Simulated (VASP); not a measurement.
Wanted: the native input for a VASP 6.6.1 run.

| Quantity | Value |
| --- | --- |
| Task | relaxation of cell and atoms |
| Functional | r2SCAN |
| Potentials or basis | VASP PAW PBE potentials, release 64 (Pb_d, O) |
| Cutoff | 600 eV |
| k mesh | 12 × 12 × 12 |
| Occupations | gaussian, width 0.02 eV |
| Spin | no spin polarisation |
| Dipole correction | no |
| Further INCAR settings | ALGO = Normal; EDIFF = 1e-07; IBRION = 2; EDIFFG = -0.01; NSW = 80; ISIF = 3 |

PbO:

```
Pb O
1.0
     0.00000    2.60600    2.60600
     2.60600    0.00000    2.60600
     2.60600    2.60600    0.00000
Pb O
1 1
Direct
  0.00000 0.00000 0.00000
  0.50000 0.50000 0.50000
```

The input as run:

POSCAR

```
PbO
1.0
    0.0000000000      2.6059994007      2.6059994007
    2.6059994007      0.0000000000      2.6059994007
    2.6059994007      2.6059994007      0.0000000000
Pb O
1 1
Direct
    0.0000000000      0.0000000000      0.0000000000
    0.5000000000      0.5000000000      0.5000000000
```

INCAR.step1

```
SYSTEM = PbO
ALGO     = Normal         ! electronic algorithm
EDIFF    = 1E-4           ! SCF threshold, eV
ENCUT    = 600            ! plane-wave cutoff, eV
GGA      = PE             ! functional
ISMEAR   = 0              ! smearing method
LASPH    = .TRUE.         ! aspherical terms in the spheres
LCHARG   = .FALSE.        ! write CHGCAR
LREAL    = .FALSE.        ! projectors in reciprocal space
LWAVE    = .TRUE.         ! write WAVECAR
NELM     = 100            ! most SCF steps
PREC     = Accurate       ! precision mode
SIGMA    = 0.02           ! smearing width, eV
```

INCAR.step2

```
SYSTEM = PbO
ALGO     = Normal         ! electronic algorithm
EDIFF    = 1E-7           ! SCF threshold, eV
EDIFFG   = -0.01          ! ionic threshold
ENCUT    = 600            ! plane-wave cutoff, eV
IBRION   = 2              ! ionic algorithm
ISIF     = 3              ! what is computed and relaxed
ISMEAR   = 0              ! smearing method
ISTART   = 1            
LASPH    = .TRUE.         ! aspherical terms in the spheres
LCHARG   = .FALSE.        ! write CHGCAR
LMIXTAU  = .TRUE.       
LREAL    = .FALSE.        ! projectors in reciprocal space
LWAVE    = .FALSE.        ! write WAVECAR
METAGGA  = R2SCAN         ! meta-GGA
NELM     = 100            ! most SCF steps
NSW      = 80             ! ionic steps
PREC     = Accurate       ! precision mode
SIGMA    = 0.02           ! smearing width, eV
```

KPOINTS

```
k-points
0
G
  12 12 12
  0 0 0
```

Potentials or basis: VASP PAW PBE potentials, release 64 (Pb_d, O).

Launch:

```bash
$ cat potpaw_PBE.64/Pb_d/POTCAR potpaw_PBE.64/O/POTCAR > POTCAR
$ cp INCAR.step1 INCAR
$ mpirun -np 1 vasp_std > vasp.out
$ cp INCAR.step2 INCAR
$ mpirun -np 1 vasp_std > vasp.out
```

It gave:

The relaxed volume is 17.75 Å³/atom and the relaxed cell is a = 3.689 Å, b = 3.689 Å, c = 3.689 Å, α = 60.00°, β = 60.00°, γ = 60.00°. The space group after relaxing (to 0.1 Å) is Fm-3m (No. 225), the energy gained by relaxing is 0.0 meV/atom and the ionic steps are 3. The pressure after relaxing is 0.0 GPa and the band gap on the k mesh is 0.31 eV.

Caveat: the PAW data sets were made with another functional, which shifts forces and pressure a little; spin-orbit coupling is left out, which moves the levels of the heavy elements.

Wall time 14 min on 1 thread of Intel Xeon 8259CL, with other jobs on the host, peak memory 0.22 GiB.
